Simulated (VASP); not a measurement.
A run of VASP 6.6.1 is set up as follows.

File POSCAR:

```
WSe2
1.0
    1.6510739566      0.9532479933      6.5796479446
   -1.6510739566      0.9532479933      6.5796479446
    0.0000000000     -1.9064959866      6.5796479446
W Se
1 2
Direct
   -0.0000183143     -0.0000183143     -0.0000183143
    0.4176504316      0.4176504316      0.4176504316
    0.2490345494      0.2490345494      0.2490345494
```

The input INCAR.step1:

```
PREC = Accurate
ENCUT = 520
ISMEAR = 0
SIGMA = 0.01
LREAL = False
LASPH = True
NELM = 80
NBANDS = 20
GGA = PE
ALGO = Normal
EDIFF = 1E-4
LWAVE = True
LCHARG = False
```

File INCAR.step2:

```
PREC = Accurate
ENCUT = 520
EDIFF = 1E-6
ISMEAR = 0
SIGMA = 0.01
LREAL = False
LASPH = True
NELM = 80
ALGO = Normal
ISIF = 2
LWAVE = False
LCHARG = False
METAGGA = R2SCAN
LMIXTAU = True
NBANDS = 20
ISTART = 1
```

File KPOINTS:

```
regular mesh
0
Gamma
  6 6 6
```

Potentials or basis: VASP PAW PBE potentials, release 64 (W_sv, Se).

Launch:

```bash
$ cat potpaw_PBE.64/W_sv/POTCAR potpaw_PBE.64/Se/POTCAR > POTCAR
$ cp INCAR.step1 INCAR
$ mpirun -np 1 vasp_std > vasp.out
$ cp INCAR.step2 INCAR
$ mpirun -np 1 vasp_std > vasp.out
```

Problem. Predict the band gap on the k mesh.

Solution. 1.20 eV, indirect (least direct gap 1.69 eV).

Problem. What does it give for the largest force?

Solution. 0.011 eV/Å.

Forces on the atoms (eV/Å):
```
W    0.000  0.000  0.001
Se   0.000  0.000  0.011
Se   0.000  0.000 -0.011
```

Caveat: the PAW data sets were made with another functional, which shifts forces and pressure a little; spin-orbit coupling is left out, which moves the levels of the heavy elements. A k mesh can miss the band edges.
